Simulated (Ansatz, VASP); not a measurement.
Nb4P3 in VASP and in Ansatz

The input INCAR:

```
SYSTEM = Nb4P3
ALGO     = Fast           ! electronic algorithm
EDIFF    = 1E-6           ! SCF threshold, eV
ENCUT    = 520            ! plane-wave cutoff, eV
GGA      = PE             ! functional
ISIF     = 2              ! what is computed and relaxed
ISMEAR   = 0              ! smearing method
ISPIN    = 2              ! spin polarisation
LASPH    = .True.         ! aspherical terms in the spheres
LCHARG   = .False.        ! write CHGCAR
LMAXMIX  = 4              ! l up to which the mixer works
LORBIT   = 11             ! projections on sites
LREAL    = .False.        ! projectors in reciprocal space
LWAVE    = .False.        ! write WAVECAR
MAGMOM   = 1 1 1 1 0 0 0  ! initial moments
NBANDS   = 46             ! bands
NELM     = 150            ! most SCF steps
PREC     = Accurate       ! precision mode
SIGMA    = 0.1            ! smearing width, eV
```

Contents of KPOINTS:

```
k-points
0
Gamma
  6 6 2
  0 0 0
```

POSCAR

```
Nb4P3
1.0
    3.5249656364      0.0000000000      0.0000000000
    0.0000000000      3.5249656364      0.0000000000
    0.0000000000      0.0000000000      9.7675786387
Nb P
4 3
Direct
    0.0000000000      0.0000000000      0.0000000000
    0.5000000000      0.5000000000      0.7576343155
    0.0000000000      0.0000000000      0.5000000000
    0.5000000000      0.5000000000      0.2423656845
    0.0000000000      0.0000000000      0.7563742513
    0.5000000000      0.5000000000      0.5000000000
    0.0000000000      0.0000000000      0.2436257487
```

Input for Ansatz:

```yaml
crystal:
  lattice:
    - [3.5249656364, 0.0, 0.0]
    - [0.0, 3.5249656364, 0.0]
    - [0.0, 0.0, 9.7675786387]
  atoms:
    - { symbol: Nb, position: [0.0, 0.0, 0.0], spin: 1.0 }
    - { symbol: Nb, position: [0.5, 0.5, 0.7576343155], spin: 1.0 }
    - { symbol: Nb, position: [0.0, 0.0, 0.5], spin: 1.0 }
    - { symbol: Nb, position: [0.5, 0.5, 0.2423656845], spin: 1.0 }
    - { symbol: P, position: [0.0, 0.0, 0.7563742513] }
    - { symbol: P, position: [0.5, 0.5, 0.5] }
    - { symbol: P, position: [0.0, 0.0, 0.2436257487] }
basis:
  ecutwfc: 420
kpoints:
  mp_grid: { grid: [6, 6, 2] }
hamiltonian:
  xc: pbe
scf:
  occupations: { method: gaussian, width: 0.1 }
  lower_state_search: "off"
output:
  forces: true
  stress: true
  eigenvalues: true
  populations: true
magnetization:
  spin_polarized: true
```

Change from the starting cell: ordered vacancies on the anion sites of rock salt (P4/mmm, No. 123).

Alike in both runs: task single point; functional PBE; k mesh 6 × 6 × 2; occupations gaussian, width 0.1 eV; collinear spin.

```csv
,VASP,Ansatz
version,VASP 6.6.1,Ansatz 0.2.0
potentials or method,"VASP PAW PBE potentials, release 64 (Nb_sv, P), cutoff 520 eV","scalar-relativistic, plane waves, PAW"
valence electrons in the cell,67,67
```

Ansatz gave:

* gap on the k mesh at the Fermi level (eV): none
* pressure (GPa): 0.0
* traceless stress, the component that is largest in VASP (GPa): 0.09
* rms of the force components (eV/Å): 0.016
* net moment per atom (μB): 0.00

Problem. Which values does VASP return?

Solution. gap on the k mesh at the Fermi level (eV): none; pressure (GPa): -0.4; traceless stress, the component that is largest in VASP (GPa): 0.11; rms of the force components (eV/Å): 0.015; net moment per atom (μB): 0.00.

Atom by atom the forces differ by 0.002 eV/Å (rms over components). A gap of «none» marks a metal or a gap that the smearing closes. With one functional, cell and mesh, what is left measures potentials, basis and numerics. Ansatz's warnings: seeded moment not kept.
